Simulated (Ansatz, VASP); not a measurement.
# CdS in VASP and in Ansatz

Contents of INCAR:

```
SYSTEM = CdS
  PREC = Accurate
  ENCUT = 520
  EDIFF = 1E-6
  ISMEAR = 1
  SIGMA = 0.1
  LREAL = .FALSE.
  LASPH = .TRUE.
  NELM = 150
  ALGO = Normal
  ISIF = 2
  LWAVE = .FALSE.
  LCHARG = .FALSE.
  LDAU = .TRUE.
  LDAUTYPE = 2
  LDAUL = 2 -1
  LDAUU = 2.4 0
  LDAUJ = 0 0
  LDAUPRINT = 1
  GGA = PE
  NBANDS = 16
```

Contents of KPOINTS:

```
regular mesh
0
G
  2 2 2
  0 0 0
```

Contents of POSCAR:

```
CdS
1.0
    0.0000000000      2.7532440000      2.7532440000
    2.7532440000      0.0000000000      2.7532440000
    2.7532440000      2.7532440000      0.0000000000
Cd S
1 1
Direct
    0.0000000000      0.0000000000      0.0000000000
    0.5000000000      0.5000000000      0.5000000000
```

Input for Ansatz:

```yaml
crystal:
  lattice:
    - [0.0, 2.753244, 2.753244]
    - [2.753244, 0.0, 2.753244]
    - [2.753244, 2.753244, 0.0]
  atoms:
    - { symbol: Cd, position: [0.0, 0.0, 0.0] }
    - { symbol: S, position: [0.5, 0.5, 0.5] }
basis:
  ecutwfc: 420
kpoints:
  mp_grid: { grid: [2, 2, 2] }
hamiltonian:
  xc: pbe
  hubbard: { sites: [{ species: Cd, l: d, u_eff: 2.4 }] }
scf:
  occupations: { method: cold }
  mixing: { algorithm: broyden, beta: 0.031, ndim: 4 }
  eigensolver: { real_solve: false }
  max_iter: 55
output:
  forces: true
  stress: true
  eigenvalues: true
```

Alike in both runs: task single point; functional PBE; k mesh 2 × 2 × 2; no spin polarisation; Hubbard terms Cd d U = 2.4 eV.

|  | VASP | Ansatz |
| --- | --- | --- |
| version | VASP 6.6.1 | Ansatz 0.2.0 |
| potentials or method | VASP PAW PBE potentials, release 64 (Cd, S), cutoff 520 eV | scalar-relativistic, plane waves, PAW |
| occupations | methfessel-paxton of order 1, width 0.1 eV | cold |
| valence electrons in the cell | 18 | 26 |

|  | VASP | Ansatz | Ansatz less VASP |
| --- | --- | --- | --- |
| gap on the k mesh at the Fermi level (eV) | 0.09 | 0.08 | -0.013 |
| least direct gap on the mesh (eV) | 1.37 | 1.42 | +0.045 |
| pressure (GPa) | 6.1 | 6.6 | +0.45 |

The programs project onto different local orbitals, so the same U acts differently, and such runs can settle in different states. VASP's potentials hold 18 valence electrons a cell and Ansatz's 26, so a difference there can come from the potentials and not from the codes.

The k mesh is coarse, so the values compare programs but aren't converged.
